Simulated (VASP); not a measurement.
Crystal: Ti.

```
Ti
1.0
    -1.64000    1.64000    1.64000
     1.64000   -1.64000    1.64000
     1.64000    1.64000   -1.64000
Ti
1
Direct
  0.00000 0.00000 0.00000
```

This isn't the form of Ti at room conditions, which is hcp.

* Program: VASP 6.6.1
* Task: relaxation of cell and atoms
* Functional: PBEsol
* Potentials or basis: VASP PAW PBE potentials, release 64 (Ti_sv)
* Cutoff: 500 eV
* k mesh: 11 × 11 × 11
* Occupations: methfessel-paxton, width 0.1 eV
* Spin: no spin polarisation

At the start: pressure -7.1 GPa; volume 17.64 Å³/atom.

Task: How do energy, volume and symmetry change on relaxing?

Result: Over 3 steps the energy falls by 28.1 meV/atom and the volume is 16.44 Å³/atom (-6.8 %); space group Im-3m (No. 229, to 0.1 Å) before and after.

The path:
```
step  energy change (eV)  largest force (eV/Å)  pressure (GPa)  volume (Å³)
   1              0.0000                0.0000           -7.08        17.64
   2             -0.0163                0.0000            5.48        15.73
   3             -0.0281                0.0000           -0.02        16.44
```

Final structure:
```
CELL_PARAMETERS angstrom
-1.60194 1.60194 1.60194
1.60194 -1.60194 1.60194
1.60194 1.60194 -1.60194
ATOMIC_POSITIONS crystal
Ti 0.00000 0.00000 0.00000
```

Caveat: the PAW data sets were made with another functional, which shifts forces and pressure a little.
